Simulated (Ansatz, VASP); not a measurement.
## LiSi3N2: VASP beside Ansatz

```
Li Si N
1.0
     2.66793    0.00000    0.00000
     0.00000    2.66793    0.00000
     0.00000    0.00000    9.56794
Li Si N
1 3 2
Cartesian
  0.0000 0.0000 0.0000
  1.3340 1.3340 2.3859
  1.3340 1.3340 4.7840
  1.3340 1.3340 7.1821
  0.0000 0.0000 2.0025
  0.0000 0.0000 7.5655
```

Change from the starting cell: species swapped into the Pr3MgAl2 type (P4/mmm, No. 123).

Alike in both runs: functional PBE; k mesh 6 × 6 × 2; occupations gaussian, width 0.1 eV; no spin polarisation.

Ansatz relaxed the structure, and its values are those at the end. VASP's run is a single point on that final structure, the one shown.

|  | VASP | Ansatz |
| --- | --- | --- |
| version | VASP 6.6.1 | Ansatz 0.2.0 |
| potentials or method | VASP PAW PBE potentials, release 64 (Li_sv, Si, N), cutoff 520 eV | scalar-relativistic, plane waves, PAW |
| valence electrons in the cell | 25 | 25 |

VASP gave:

| Item | Value |
| --- | --- |
| gap on the k mesh at the Fermi level (eV) | none |
| rms of the force components (eV/Å) | 0.004 |

Problem. Estimate Ansatz's values.

Solution. gap on the k mesh at the Fermi level (eV): none; rms of the force components (eV/Å): 0.002.

A gap of «none» marks a metal or a gap that the smearing closes.

The k mesh is coarse, so the values compare programs but aren't converged. Noted on VASP's run: the cutoff is under 1.25 times that of the potentials, so the pressure is a little rough.
